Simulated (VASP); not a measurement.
A run of VASP 6.6.1:

INCAR

```
ALGO = Normal
EDIFF = 1E-7
EDIFFG = -0.01
ENCUT = 750
GGA = PE
GGA_COMPAT = F
IBRION = 2
ISIF = 3
ISMEAR = 0
LASPH = T
LCHARG = F
LREAL = F
LWAVE = F
NELM = 120
NELMIN = 4
NSW = 80
PREC = Accurate
SIGMA = 0.02
```

The input KPOINTS:

```
k-points
0
Gamma
  8 8 8
```

The input POSCAR:

```
Li2O
1.0
    1.6385938189      0.9460425825      2.6756867216
   -1.6385938189      0.9460425825      2.6756867216
    0.0000000000     -1.8920851649      2.6756867216
Li O
2 1
Direct
    0.7499866482      0.7499866482      0.7499866482
    0.2500133518      0.2500133518      0.2500133518
    0.0000000000      0.0000000000      0.0000000000
```

Potentials or basis: VASP PAW PBE potentials, release 64 (Li_sv, O).

Command:

```bash
$ cat potpaw_PBE.64/Li_sv/POTCAR potpaw_PBE.64/O/POTCAR > POTCAR
$ mpirun -np 1 vasp_std > vasp.out
```

Hardware: 1 thread of Intel Xeon 8259CL (shared host).

Problem. How long does it take, and how much memory?

Solution. Run time: 110 s on 1 thread of Intel Xeon 8259CL, on a shared host, peak memory 0.17 GiB. Counts: scf iterations 28, k points 65, ion steps 3.
